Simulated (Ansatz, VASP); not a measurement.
## Pb in VASP and in Ansatz

File INCAR:

```
SYSTEM = Pb
PREC = Accurate
ENCUT = 520
EDIFF = 1E-6
ISMEAR = 0
SIGMA = 0.15
LREAL = .FALSE.
LASPH = .TRUE.
NELM = 80
ALGO = Fast
ISIF = 2
LWAVE = .FALSE.
LCHARG = .TRUE.
GGA = PS
LELF = .TRUE.
LVHAR = .TRUE.
NBANDS = 13
```

The input KPOINTS:

```
regular mesh
0
G
  16 16 16
  0 0 0
```

File POSCAR:

```
Pb
1.0
    0.0000000000      2.4698000000      2.2722160000
    2.4698000000      0.0000000000      2.2722160000
    2.4698000000      2.4698000000      0.0000000000
Pb
1
Direct
    0.0000000000      0.0000000000      0.0000000000
```

Input for Ansatz:

```yaml
crystal:
  lattice:
    - [0.0, 2.4698, 2.272216]
    - [2.4698, 0.0, 2.272216]
    - [2.4698, 2.4698, 0.0]
  atoms:
    - { symbol: Pb, position: [0.0, 0.0, 0.0] }
basis:
  ecutwfc: 420
kpoints:
  mp_grid: { grid: [16, 16, 16] }
hamiltonian:
  xc: pbesol
scf:
  occupations: { method: gaussian, width: 0.15 }
output:
  forces: true
  stress: true
  eigenvalues: true
```

Change from the starting cell: strain +0.000 along x and y, -0.080 along z, atoms carried along.

Alike in both runs: task single point; functional PBEsol; k mesh 16 × 16 × 16; occupations gaussian, width 0.15 eV; no spin polarisation.

```csv
,VASP,Ansatz
version,VASP 6.6.1,Ansatz 0.2.0
potentials or method,"VASP PAW PBE potentials, release 64 (Pb_d), cutoff 520 eV","scalar-relativistic, plane waves, PAW"
valence electrons in the cell,14,14
```

Ansatz gave:

```
gap on the k mesh at the Fermi level (eV)                     : none
pressure (GPa)                                                : 4.5
traceless stress, the component that is largest in VASP (GPa) : 0.85
```

Problem. Which values does VASP return?

Solution. gap on the k mesh at the Fermi level (eV): none; pressure (GPa): 4.5; traceless stress, the component that is largest in VASP (GPa): 0.86.

VASP's potentials were made for PBE, not for PBEsol. A gap of «none» marks a metal or a gap that the smearing closes.

Spin-orbit coupling is off throughout.
